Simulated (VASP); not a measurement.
# HfO2 (P-3m1) in VASP: a series of runs

HfO2 is run at these levels: r2SCAN, PBE, PBE+U; tasks: single point.

All numbers are computed with VASP 6.6.1; they aren't measurements. Logs are shortened: lines on timing, memory, paths and dates and some standing lists are left out, and cuts for length are marked.

### 1 The cell of the first run

The structure is trigonal, space group P-3m1 (No. 164). The conventional cell has a = 3.252 Å, b = 3.252 Å, c = 5.602 Å, α = 90.00°, β = 90.00°, γ = 120.00°. Hf (site symmetry -3m) has 6 O at 2.11 Å within 2.8 Å. O (site symmetry 3m) has 3 Hf at 2.11 Å and 3 O at 2.70 Å within 2.8 Å.

### 2 Single point, r2SCAN

The input, POSCAR:

```
HfO2
1.0
    3.2522111955      0.0000000000      0.0000000000
   -1.6261055978      2.8164975138      0.0000000000
    0.0000000000      0.0000000000      5.6017024625
Hf O
1 2
Direct
    0.0000000000      0.0000000000      0.0000000000
    0.3333333333      0.6666666667      0.1731211689
    0.6666666667      0.3333333333      0.8268788311
```

The input, INCAR.step1:

```
PREC     = Accurate       # precision mode
ENCUT    = 520            # plane-wave cutoff, eV
ISMEAR   = 0              # smearing method
SIGMA    = 0.05           # smearing width, eV
LREAL    = False          # projectors in reciprocal space
LASPH    = True           # aspherical terms in the spheres
NELM     = 60             # most SCF steps
NBANDS   = 18             # bands
GGA      = PE             # functional
ALGO     = Normal         # electronic algorithm
EDIFF    = 1E-4           # SCF threshold, eV
LWAVE    = True           # write WAVECAR
LCHARG   = False          # write CHGCAR
```

The input, INCAR.step2:

```
PREC     = Accurate       # precision mode
ENCUT    = 520            # plane-wave cutoff, eV
EDIFF    = 1E-6           # SCF threshold, eV
ISMEAR   = 0              # smearing method
SIGMA    = 0.05           # smearing width, eV
LREAL    = False          # projectors in reciprocal space
LASPH    = True           # aspherical terms in the spheres
NELM     = 60             # most SCF steps
ALGO     = Normal         # electronic algorithm
ISIF     = 2              # what is computed and relaxed
LWAVE    = False          # write WAVECAR
LCHARG   = True           # write CHGCAR
METAGGA  = R2SCAN         # meta-GGA
LMIXTAU  = True         
LELF     = True           # ELF
LVHAR    = True         
NBANDS   = 18             # bands
ISTART   = 1
```

The input, KPOINTS:

```
Automatic mesh
0
Gamma
  12 12 6
```

Potentials or basis: VASP PAW PBE potentials, release 64 (Hf_pv, O).

On the command line:

```console
> cat potpaw_PBE.64/Hf_pv/POTCAR potpaw_PBE.64/O/POTCAR > POTCAR
> cp INCAR.step1 INCAR
> mpirun -np 1 vasp_std > vasp.out
> cp INCAR.step2 INCAR
> mpirun -np 1 vasp_std > vasp.out
```

OUTCAR:

```text
PREC = Accurate
   ENCUT = 520
   EDIFF = 1E-6
   ISMEAR = 0
   LREAL = False
   LASPH = True
   NELM = 60
   ISIF = 2
   METAGGA = R2SCAN
   ISTART = 1

 ion  position               nearest neighbor table
   1  0.000  0.000  0.000-   2 2.11   3 2.11   3 2.11   2 2.11   3 2.11   2 2.11
   2  0.333  0.667  0.173-   1 2.11   1 2.11   1 2.11
   3  0.667  0.333  0.827-   1 2.11   1 2.11   1 2.11

  LATTYP: Found a hexagonal cell.
 ALAT       =     3.2522111955
 C/A-ratio  =     1.7224288725

  Lattice vectors:

 A1 = (   3.2522111955,   0.0000000000,   0.0000000000)
 A2 = (  -1.6261055978,   2.8164975138,   0.0000000000)
 A3 = (   0.0000000000,   0.0000000000,   5.6017024625)

Analysis of symmetry for initial positions (statically):
=====================================================================
 Subroutine PRICEL returns:
 Original cell was already a primitive cell.

 Routine SETGRP: Setting up the symmetry group for a
 hexagonal supercell.

 Subroutine GETGRP returns: Found 12 space group operations
 (whereof 12 operations were pure point group operations)
 out of a pool of 24 trial point group operations.

The static configuration has the point symmetry D_3d.

Analysis of symmetry for dynamics (positions and initial velocities):
=====================================================================
 Subroutine PRICEL returns:
 Original cell was already a primitive cell.

 Routine SETGRP: Setting up the symmetry group for a
 hexagonal supercell.

 Subroutine GETGRP returns: Found 12 space group operations
 (whereof 12 operations were pure point group operations)
 out of a pool of 24 trial point group operations.

The dynamic configuration has the point symmetry D_3d.

 Subroutine INISYM returns: Found 12 space group operations
 (whereof 12 operations are pure point group operations),
 and found     1 'primitive' translations

----------------------------------------------------------------------------------------

                                     Primitive cell

  volume of cell :      51.3107

  direct lattice vectors                    reciprocal lattice vectors
     3.252211196  0.000000000  0.000000000     0.307483106  0.177525454  0.000000000
    -1.626105598  2.816497514  0.000000000     0.000000000  0.355050908  0.000000000
     0.000000000  0.000000000  5.601702462     0.000000000  0.000000000  0.178517157

  length of vectors
     3.252211196  3.252211196  5.601702462     0.355050908  0.355050908  0.178517157

  position of ions in fractional coordinates (direct lattice)
     0.000000000  0.000000000  0.000000000
     0.333333333  0.666666667  0.173121169
     0.666666667  0.333333333  0.826878831

  ion indices of the primitive-cell ions
   primitive index   ion index
                 1           1
                 2           2
                 3           3

----------------------------------------------------------------------------------------

 KPOINTS: Automatic mesh

Automatic generation of k-mesh.
 Grid dimensions read from file:
 generate k-points for:   12   12    6

 Generating k-lattice:

  Cartesian coordinates                     Fractional coordinates (reciprocal lattice)
     0.025623592  0.014793788  0.000000000     0.083333333  0.000000000  0.000000000
     0.000000000  0.029587576  0.000000000     0.000000000  0.083333333  0.000000000
     0.000000000  0.000000000  0.029752860     0.000000000  0.000000000  0.166666667

  Length of vectors
     0.029587576  0.029587576  0.029752860

  Shift w.r.t. Gamma in fractional coordinates (k-lattice)
     0.000000000  0.000000000  0.000000000

 Subroutine IBZKPT returns following result:
 ===========================================

 Found    100 irreducible k-points:

 Following reciprocal coordinates:
            Coordinates               Weight
  0.000000  0.000000  0.000000      1.000000
  0.083333  0.000000  0.000000      6.000000
  0.166667  0.000000  0.000000      6.000000
  0.250000  0.000000  0.000000      6.000000
  0.333333  0.000000  0.000000      6.000000
  0.416667  0.000000  0.000000      6.000000
[... 16 lines left out ...]
  0.166667  0.000000  0.166667      6.000000
  0.000000  0.166667  0.166667      6.000000
 [... further k-points ...]
   k-points           NKPTS =    100   k-points in BZ     NKDIM =    100   number of bands    NBANDS=     18
   number of dos      NEDOS =    301   number of ions     NIONS =      3
   total plane-waves  NPLWV =  24192
   dimension x,y,z NGX =    24 NGY =   24 NGZ =   42
   dimension x,y,z NGXF=    48 NGYF=   48 NGZF=   84
   ions per type =               1   2
   NGX,Y,Z   is equivalent  to a cutoff of  12.27, 12.27, 12.46 a.u.
   NGXF,Y,Z  is equivalent  to a cutoff of  24.54, 24.54, 24.93 a.u.
 SYSTEM =  unknown system
   PREC   = accura    normal or accurate (medium, high low for compatibility)
   ISTART =      1    job   : 0-new  1-cont  2-samecut
   ICHARG =      0    charge: 1-file 2-atom 10-const
   ISPIN  =      1    spin polarized calculation?
   LNONCOLLINEAR =      F non collinear calculations
   LSORBIT =      F    spin-orbit coupling
   LASPH  =      T    aspherical Exc in radial PAW
   ENCUT  =  520.0 eV  38.22 Ry    6.18 a.u.   6.05  6.05 10.42*2*pi/ulx,y,z
   NELM   =     60;   NELMIN=  2; NELMDL=  0     # of ELM steps
   EDIFF  = 0.1E-05   stopping-criterion for ELM
   LREAL  =      F    real-space projection
   EDIFFG = 0.1E-04   stopping-criterion for IOM
   NSW    =      0    number of steps for IOM
   IBRION =     -1    ionic relax: 0-MD 1-quasi-New 2-CG
   NFREE  =      0    steps in history (QN), initial steepest desc. (CG)
   ISIF   =      2    stress and relaxation
   ISYM   =      2    0-nonsym 1-usesym 2-fastsym
   POTIM  = 0.5000    time-step for ionic-motion
   TEBEG  =    0.0;   TEEND  =   0.0 temperature during run
   PSTRESS=    0.0 pullay stress
   NELECT =      22.0000    total number of electrons
   NUPDOWN=      -1.0000    fix difference up-down
   EMIN   =  10.00;   EMAX   =-10.00  energy-range for DOS
   EFERMI =   0.00;   METHOD = LEGACY
   ISMEAR =     0;   SIGMA  =   0.05  broadening in eV -4-tet -1-fermi 0-gaus
   EFERMI_NEDOS =   21; number of points for ismear=-14 and -15
   IALGO  =     38    algorithm
   IMIX   =      4    mixing-type and parameters
     AMIX     =   0.40;   BMIX     =  1.00
     AMIX_MAG =   1.60;   BMIX_MAG =  1.00
  volume/ion in A,a.u.               =      17.10       115.42
  Fermi-wavevector in a.u.,A,eV,Ry     =   1.234468  2.332805 20.734056  1.523910
  Thomas-Fermi vector in A             =   2.369156
   LORBIT       =      0    0 simple, 1 ext, 2 COOP (PROOUT), +10 PAW based schemes
   METAGGA = R2SCAN    functional components
   LHFCALC =     F    Hartree Fock is set to
   AEXX    =    0.0000 exact exchange contribution
   IVDW    =     0    specifies the selected vdW correction
   LEPSILON=     F    determine dielectric tensor
   LRPA    =     F    only Hartree local field effects (RPA)
 non-spin polarized calculation
 Gauss-broadening in eV      SIGMA  =   0.05
  energy-cutoff  :      520.00
  volume of cell :       51.31
 maximum number of plane-waves:      1406
   NGX = 13   NGY = 13   NGZ = 21

 number of electron      22.0000012 magnetization

 Free energy of the ion-electron system (eV)
  ---------------------------------------------------
  ext. energy  EPLUGINS =         0.00000000
  ---------------------------------------------------
  free energy    TOTEN  =       -67.88304405 eV

  energy without entropy =      -67.88304405  energy(sigma->0) =      -67.88304405

 E-fermi :  -0.8234     XC(G=0):  -9.3154

 val. band max:       -1.1323250012   @ k =   0.1667   0.1667   0.0000
 cond. band min:       4.1626139451   @ k =   0.5000   0.0000   0.0000
 fundamental gap:      5.2949389463
 Fermi energy:        -0.8233815432

 k-point     1 :       0.0000    0.0000    0.0000
  band No.  band energies     occupation
      1     -31.2493      2.00000
      2     -30.7676      2.00000
      3     -30.7676      2.00000
      4     -19.1918      2.00000
      5     -17.3650      2.00000
      6      -4.7710      2.00000
[... 10 lines left out ...]
     17      10.1582      0.00000
     18      10.1582      0.00000

 k-point     2 :       0.0833    0.0000    0.0000
  band No.  band energies     occupation
      1     -31.2378      2.00000
      2     -30.8248      2.00000
      3     -30.7773      2.00000
      4     -19.0837      2.00000
      5     -17.4330      2.00000
      6      -4.7279      2.00000
[... 10 lines left out ...]
     17      10.1287      0.00000
     18      10.7941      0.00000

 k-point     3 :       0.1667    0.0000    0.0000
  band No.  band energies     occupation
      1     -31.2068      2.00000
      2     -30.9759      2.00000
      3     -30.8036      2.00000
      4     -18.7982      2.00000
      5     -17.6057      2.00000
      6      -4.6108      2.00000
[... 10 lines left out ...]
     17      10.0716      0.00000
     18      11.6405      0.00000

 k-point     4 :       0.2500    0.0000    0.0000
  band No.  band energies     occupation
      1     -31.1969      2.00000
      2     -31.1403      2.00000
      3     -30.8392      2.00000
      4     -18.4652      2.00000
      5     -17.7749      2.00000
      6      -4.5348      2.00000
[... 10 lines left out ...]
     17      10.0523      0.00000
     18      12.2809      0.00000

 k-point     5 :       0.3333    0.0000    0.0000
  band No.  band energies     occupation
      1     -31.3707      2.00000
      2     -31.1108      2.00000
      3     -30.8745      2.00000
      4     -18.3687      2.00000
      5     -17.6954      2.00000
      6      -4.8313      2.00000
[... 10 lines left out ...]
     17      10.1092      0.00000
     18      12.8026      0.00000

 k-point     6 :       0.4167    0.0000    0.0000
  band No.  band energies     occupation
      1     -31.5033      2.00000
      2     -31.0781      2.00000
      3     -30.9002      2.00000
      4     -18.4650      2.00000
      5     -17.4615      2.00000
      6      -5.2321      2.00000
[... 307 lines left out ...]
 k-point    21 :       0.0833    0.0000    0.1667
  band No.  band energies     occupation
      1     -31.2378      2.00000
      2     -30.8248      2.00000
      3     -30.7773      2.00000
      4     -19.0805      2.00000
      5     -17.4374      2.00000
      6      -4.7316      2.00000
[... 10 lines left out ...]
     17      10.1417      0.00000
     18      10.5297      0.00000

 k-point    22 :       0.0000    0.0833    0.1667
  band No.  band energies     occupation
      1     -31.2378      2.00000
      2     -30.8248      2.00000
      3     -30.7773      2.00000
      4     -19.0807      2.00000
      5     -17.4372      2.00000
      6      -4.7357      2.00000
[... 10 lines left out ...]
     17      10.1307      0.00000
     18      10.4414      0.00000

 k-point    23 :       0.1667    0.0000    0.1667
  band No.  band energies     occupation
      1     -31.2069      2.00000
      2     -30.9759      2.00000
      3     -30.8036      2.00000
      4     -18.7946      2.00000
      5     -17.6100      2.00000
      6      -4.6110      2.00000
[... 10 lines left out ...]
     17      10.0880      0.00000
     18      11.1590      0.00000

 k-point    24 :       0.0000    0.1667    0.1667
  band No.  band energies     occupation
      1     -31.2069      2.00000
      2     -30.9759      2.00000
      3     -30.8036      2.00000
      4     -18.7957      2.00000
      5     -17.6084      2.00000
      6      -4.6420      2.00000
[... 10 lines left out ...]
     17      10.0683      0.00000
     18      10.7837      0.00000

 [... further k-points ...]
[... 5 lines left out ...]
  --------------------------------------------------------------------------------------
  -------------------------------------------------------------------------------------
  Total       -2.0788026     -2.0788026     -1.2477187      0.0000000     -0.0000000     -0.0000000
  in kB      -64.9106098    -64.9106098    -38.9600136      0.0000000     -0.0000000     -0.0000000
  external PRESSURE =     -56.2604111 kB  Pullay stress =       0.0000000 kB

 VOLUME and BASIS-vectors are now :
 -----------------------------------------------------------------------------
  energy-cutoff  :      520.00
  volume of cell :       51.31
      direct lattice vectors                 reciprocal lattice vectors
     3.252211196  0.000000000  0.000000000     0.307483106  0.177525454  0.000000000
    -1.626105598  2.816497514  0.000000000     0.000000000  0.355050908  0.000000000
     0.000000000  0.000000000  5.601702462     0.000000000  0.000000000  0.178517157

 POSITION                                       TOTAL-FORCE (eV/Angst)
 -----------------------------------------------------------------------------------
      0.00000      0.00000      0.00000        -0.000000      0.000000      0.000000
     -0.00000      1.87767      0.96977         0.000000      0.000000     -0.546284
      1.62611      0.93883      4.63193         0.000000     -0.000000      0.546284
 -----------------------------------------------------------------------------------
    total drift:                                0.000000     -0.000000      0.000000

  FREE ENERGIE OF THE ION-ELECTRON SYSTEM (eV)
  ---------------------------------------------------
  free  energy   TOTEN  =       -67.8830440525 eV

  energy  without entropy=      -67.8830440525  energy(sigma->0) =      -67.88304405
```

Run time: 14 min. Hardware: 1 thread of AMD EPYC 7R13, shared host; peak memory 0.21 GiB.

Results:

| Property | Result |
| --- | --- |
| Free energy | -67.8830 eV |
| Pressure | -5.6 GPa |
| Largest force | 0.546 eV/Å |
| Band gap on the k mesh | 5.29 eV, indirect (least direct gap 5.55 eV) |

Forces in eV/Å, atoms in the order of the input:
```
Hf   0.000  0.000  0.000
O    0.000  0.000 -0.546
O    0.000  0.000  0.546
```

Levels at points of the mesh, in eV from the valence-band top:
```csv
k point,band 8,band 9,band 10,band 11,band 12,band 13,band 14,band 15
"(0.00, 0.00, 0.00)",-3.34,-0.44,-0.30,-0.30,5.62,5.62,5.84,8.15
"(0.50, 0.00, 0.00)",-1.85,-1.30,-1.07,-0.53,5.29,6.45,7.60,10.29
"(0.00, 0.00, 0.50)",-3.10,-0.85,-0.31,-0.31,5.61,5.61,6.54,8.32
"(0.50, 0.00, 0.50)",-1.94,-1.25,-1.06,-0.37,5.38,6.58,7.59,10.11
```

Caveat: the PAW data sets were made with another functional, which shifts forces and pressure a little; spin-orbit coupling is left out, which moves the levels of the heavy elements. r2SCAN opens gaps a little over a GGA but as a rule still falls short of measured ones.

### 3 Single point, PBE

The input, INCAR:

```
ALGO = Normal
EDIFF = 1E-6
ENCUT = 520
GGA = PE
ISIF = 2
ISMEAR = 0
LASPH = T
LCHARG = T
LELF = T
LREAL = F
LVHAR = T
LWAVE = F
NBANDS = 18
NELM = 60
PREC = Accurate
SIGMA = 0.05
```

The input, KPOINTS:

```
k-points
0
Gamma
  14 14 8
```

POSCAR is that of step 2.

Potentials or basis: VASP PAW PBE potentials, release 64 (Hf_pv, O).

On the command line:

```console
> cat potpaw_PBE.64/Hf_pv/POTCAR potpaw_PBE.64/O/POTCAR > POTCAR
> mpirun -np 1 vasp_std > vasp.out
```

Wall time 4.5 min (1 thread of AMD EPYC 7R13, shared host); peak memory 0.25 GiB.

Results (log left out):

| Quantity | Value |
| --- | --- |
| Free energy | -29.8371 eV |
| Pressure | -2.0 GPa |
| Largest force | 0.198 eV/Å |
| Band gap on the k mesh | 4.77 eV, indirect (least direct gap 4.99 eV) |

Forces in eV/Å, atoms in the order of the input:
```
Hf   0.000  0.000  0.000
O    0.000  0.000 -0.198
O    0.000  0.000  0.198
```

Stress tensor (GPa, compression positive):
```
-2.39  0.00  0.00
 0.00 -2.39  0.00
 0.00  0.00 -1.29
```

Levels at points of the mesh, in eV from the valence-band top:
| k point | band 8 | band 9 | band 10 | band 11 | band 12 | band 13 | band 14 | band 15 |
| --- | --- | --- | --- | --- | --- | --- | --- | --- |
| (0.00, 0.00, 0.00) | -3.31 | -0.44 | -0.28 | -0.28 | 5.09 | 5.09 | 5.20 | 7.58 |
| (0.50, 0.00, 0.00) | -1.78 | -1.31 | -1.02 | -0.51 | 4.77 | 5.92 | 7.06 | 9.72 |
| (0.00, 0.00, 0.50) | -3.07 | -0.86 | -0.29 | -0.29 | 5.08 | 5.08 | 5.87 | 7.73 |
| (0.50, 0.00, 0.50) | -1.87 | -1.25 | -1.00 | -0.36 | 4.84 | 6.05 | 7.05 | 9.53 |

Caveat: spin-orbit coupling is left out, which moves the levels of the heavy elements.

[end of part 1 of 2]
